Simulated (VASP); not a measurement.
# SiNi2 (P6_3/mmc) in VASP: electric field gradients with PBE

Aim: the electric field gradients of SiNi2 with PBE.

All numbers are computed with VASP 6.6.1; they aren't measurements. Logs are shortened: lines on timing, memory, paths and dates and some standing lists are left out, and cuts for length are marked.

### Step 1. The cell of the first run

Symmetry: P6_3/mmc, No. 194, hexagonal system. The conventional cell has a = 3.836 Å, b = 3.836 Å, c = 4.948 Å, α = 90.00°, β = 90.00°, γ = 120.00°. Si (site symmetry -6m2) has 11 Ni at 2.21 to 2.54 Å within 2.9 Å. Ni (site symmetry -3m) has 8 Ni at 2.47 to 2.54 Å and 6 Si at 2.54 Å within 3.3 Å. Ni (site symmetry -6m2) has 5 Si at 2.21 to 2.47 Å and 6 Ni at 2.54 Å within 2.9 Å.

### Step 2. Electric field gradients, PBE, collinear spin, ferromagnetic start

Contents of INCAR:

```
SYSTEM = SiNi2
PREC = Accurate ; ENCUT = 510
EDIFF = 1E-8 ; ISMEAR = -1
SIGMA = 0.05 ; LREAL = .False.
LASPH = .True. ; NELM = 200
ALGO = Normal ; ISIF = 2
LWAVE = .False. ; LCHARG = .False.
ISPIN = 2 ; MAGMOM = 0 0 1.5 1.5 1.5 1.5
LORBIT = 11 ; LMAXMIX = 4
GGA = PE ; LEFG = .True.
NBANDS = 53 ; GGA_COMPAT = .False.
```

Contents of KPOINTS:

```
regular mesh
0
Gamma
  8 8 6
  0 0 0
```

Contents of POSCAR:

```
SiNi2
1.0
    3.8359985066      0.0000000000      0.0000000000
   -1.9179992533      3.3220721556      0.0000000000
    0.0000000000      0.0000000000      4.9480000000
Si Ni
2 4
Direct
    0.3333333333      0.6666666667      0.7500000000
    0.6666666667      0.3333333333      0.2500000000
    0.0000000000      0.0000000000      0.0000000000
    0.0000000000      0.0000000000      0.5000000000
    0.3333333333      0.6666666667      0.2500000000
    0.6666666667      0.3333333333      0.7500000000
```

Potentials or basis: VASP PAW PBE potentials, release 64 (Si, Ni_sv_GW).

Run with:

```sh
> cat potpaw_PBE.64/Si/POTCAR potpaw_PBE.64/Ni_sv_GW/POTCAR > POTCAR
> mpirun -np 1 vasp_std > vasp.out
```

OUTCAR:

```text
SYSTEM = SiNi2
   PREC = Accurate
   ENCUT = 510
   EDIFF = 1E-8
   ISMEAR = -1
   LREAL = .False.
   LASPH = .True.
   NELM = 200
   ISIF = 2
   ISPIN = 2
   LORBIT = 11
   GGA = PE

 ion  position               nearest neighbor table
   1  0.333  0.667  0.750-   6 2.21   6 2.21   6 2.21   5 2.47   5 2.47   3 2.54   4 2.54   4 2.54
                             3 2.54   4 2.54   3 2.54
   2  0.667  0.333  0.250-   5 2.21   5 2.21   5 2.21   6 2.47   6 2.47   3 2.54   4 2.54   3 2.54
                             4 2.54   3 2.54   4 2.54
   3  0.000  0.000  0.000-   4 2.47   4 2.47   1 2.54   5 2.54   6 2.54   2 2.54   2 2.54   6 2.54
                             1 2.54   5 2.54   2 2.54   6 2.54   1 2.54   5 2.54
   4  0.000  0.000  0.500-   3 2.47   3 2.47   1 2.54   5 2.54   6 2.54   2 2.54   2 2.54   6 2.54
                             1 2.54   5 2.54   2 2.54   6 2.54   1 2.54   5 2.54
   5  0.333  0.667  0.250-   2 2.21   2 2.21   2 2.21   1 2.47   1 2.47   3 2.54   4 2.54   4 2.54
                             3 2.54   4 2.54   3 2.54
   6  0.667  0.333  0.750-   1 2.21   1 2.21   1 2.21   2 2.47   2 2.47   3 2.54   4 2.54   3 2.54
                             4 2.54   3 2.54   4 2.54

  LATTYP: Found a hexagonal cell.
 ALAT       =     3.8359985066
 C/A-ratio  =     1.2898857994

  Lattice vectors:

 A1 = (   3.8359985066,   0.0000000000,   0.0000000000)
 A2 = (  -1.9179992533,   3.3220721556,   0.0000000000)
 A3 = (   0.0000000000,   0.0000000000,   4.9480000000)

Analysis of symmetry for initial positions (statically):
=====================================================================
 Subroutine PRICEL returns:
 Original cell was already a primitive cell.

 Routine SETGRP: Setting up the symmetry group for a
 hexagonal supercell.

 Subroutine GETGRP returns: Found 24 space group operations
 (whereof 12 operations were pure point group operations)
 out of a pool of 24 trial point group operations.

The static configuration has the point symmetry D_3d.
 The point group associated with its full space group is D_6h.

Analysis of symmetry for dynamics (positions and initial velocities):
=====================================================================
 Subroutine PRICEL returns:
 Original cell was already a primitive cell.

 Routine SETGRP: Setting up the symmetry group for a
 hexagonal supercell.
[... 2847 lines left out ...]
  energy-cutoff  :      510.00
  volume of cell :       63.05
      direct lattice vectors                 reciprocal lattice vectors
     3.835998507  0.000000000  0.000000000     0.260688318  0.150508471  0.000000000
    -1.917999253  3.322072156  0.000000000     0.000000000  0.301016942  0.000000000
     0.000000000  0.000000000  4.948000000     0.000000000  0.000000000  0.202101859

 POSITION                                       TOTAL-FORCE (eV/Angst)
 -----------------------------------------------------------------------------------
     -0.00000      2.21471      3.71100        -0.000000     -0.000000     -0.000000
      1.91800      1.10736      1.23700         0.000000      0.000000     -0.000000
      0.00000      0.00000      0.00000        -0.000000     -0.000000     -0.000000
      0.00000      0.00000      2.47400        -0.000000     -0.000000     -0.000000
     -0.00000      2.21471      1.23700        -0.000000      0.000000      0.000000
      1.91800      1.10736      3.71100         0.000000     -0.000000      0.000000
 -----------------------------------------------------------------------------------
    total drift:                               -0.000000      0.000000      0.000000

  FREE ENERGIE OF THE ION-ELECTRON SYSTEM (eV)
  ---------------------------------------------------
  free  energy   TOTEN  =       -39.3394277598 eV

  energy  without entropy=      -39.3066281862  energy(sigma->0) =      -39.32302797

 Electric field gradients (V/A^2)
---------------------------------------------------------------------
 ion       V_xx      V_yy      V_zz      V_xy      V_xz      V_yz
---------------------------------------------------------------------
   1     -21.011   -21.011    42.022    -0.000    -0.000     0.000
   2     -21.011   -21.011    42.022    -0.000     0.000    -0.000
   3       7.462     7.439   -14.901    -0.019     0.000    -0.000
   4       7.462     7.439   -14.901    -0.019    -0.000     0.000
   5      -8.617    -8.619    17.236    -0.001    -0.000     0.000
   6      -8.617    -8.619    17.236    -0.001     0.000    -0.000
---------------------------------------------------------------------

 Electric field gradients after diagonalization (V/A^2)
 (convention: |V_zz| > |V_xx| > |V_yy|)
----------------------------------------------------------------------
 ion       V_xx      V_yy      V_zz     asymmetry (V_yy - V_xx)/ V_zz
----------------------------------------------------------------------
   1     -21.011   -21.011    42.022       0.000
   2     -21.011   -21.011    42.022       0.000
   3       7.473     7.428   -14.901       0.003
   4       7.473     7.428   -14.901       0.003
   5      -8.620    -8.617    17.236       0.000
   6      -8.620    -8.617    17.236       0.000
----------------------------------------------------------------------

           NMR quadrupolar parameters

 Cq : quadrupolar parameter    Cq=e*Q*V_zz/h
 eta: asymmetry parameters     (V_yy - V_xx)/ V_zz
 Q  : nuclear electric quadrupole moment in mb (millibarn)
----------------------------------------------------------------------
 ion       Cq(MHz)       eta       Q (mb)
----------------------------------------------------------------------
   1       0.102       0.000       1.000
   2       0.102       0.000       1.000
   3      -0.036       0.003       1.000
   4      -0.036       0.003       1.000
   5       0.042       0.000       1.000
   6       0.042       0.000       1.000
----------------------------------------------------------------------

 total charge

# of ion       s       p       d       f       tot
--------------------------------------------------
    1        0.724   0.899   0.000   0.000   1.623
    2        0.724   0.899   0.000   0.000   1.623
    3        2.209   6.354   7.901   0.005  16.470
    4        2.209   6.354   7.901   0.005  16.470
    5        2.254   6.408   7.944   0.005  16.611
    6        2.254   6.408   7.944   0.005  16.611
--------------------------------------------------
tot         10.375  27.322  31.691   0.020  69.408

 magnetization (x)

# of ion       s       p       d       f       tot
--------------------------------------------------
    1        0.000   0.000   0.000   0.000   0.000
    2        0.000   0.000   0.000   0.000   0.000
    3       -0.000  -0.000  -0.000  -0.000  -0.000
    4       -0.000  -0.000  -0.000  -0.000  -0.000
    5       -0.000   0.000  -0.000   0.000  -0.000
    6       -0.000   0.000  -0.000   0.000  -0.000
--------------------------------------------------
tot         -0.000   0.000  -0.000   0.000  -0.000
```

stdout:

```text
POSCAR found type information on POSCAR SiNi
 POSCAR found :  2 types and       6 ions
 scaLAPACK will be used
 LDA part: xc-table for (Slater+PW92), standard interpolation
 POSCAR, INCAR and KPOINTS ok, starting setup
 FFT: planning ... GRIDC
 FFT: planning ... GRID_SOFT
 FFT: planning ... GRID
 WAVECAR not read
 entering main loop
ion   1

ion   2

ion   3

ion   4

ion   5

ion   6
```

Wall time 10 min (1 thread of Intel Xeon Platinum 8259CL at 2.50GHz (Skylake/Cascade Lake), shared host); peak memory 0.33 GiB.

Results:

```yaml
Free_energy: -39.3394 eV
Pressure: 8.9 GPa
Band_gap_on_the_k_mesh: zero (filled and empty bands overlap)
Net_moment: 0.00 μB per cell
Largest_electric_field_gradient_by_atom: Si +42.0; Ni -14.9, +17.2 (each value once) V/Å²
Valence_electrons_inside_the_program's_atomic_spheres: Si 1.62; Ni 16.47, 16.61 (each value once)
```

Stress tensor (GPa, compression positive):
```
10.57  0.00  0.00
 0.00 10.57  0.00
 0.00  0.00  5.57
```

Electric field gradients, principal values (V/Å²):
```tsv
atom	least	middle	greatest (by size)
1 Si	-21.011	-21.011	42.022
2 Si	-21.011	-21.011	42.022
3 Ni	7.428	7.473	-14.901
4 Ni	7.428	7.473	-14.901
5 Ni	-8.617	-8.620	17.236
6 Ni	-8.617	-8.620	17.236
```

Caveat: the cell stands under pressure; without QUAD_EFG the Cq values of the log hold for a quadrupole moment of 1 mb, not for the nuclei.
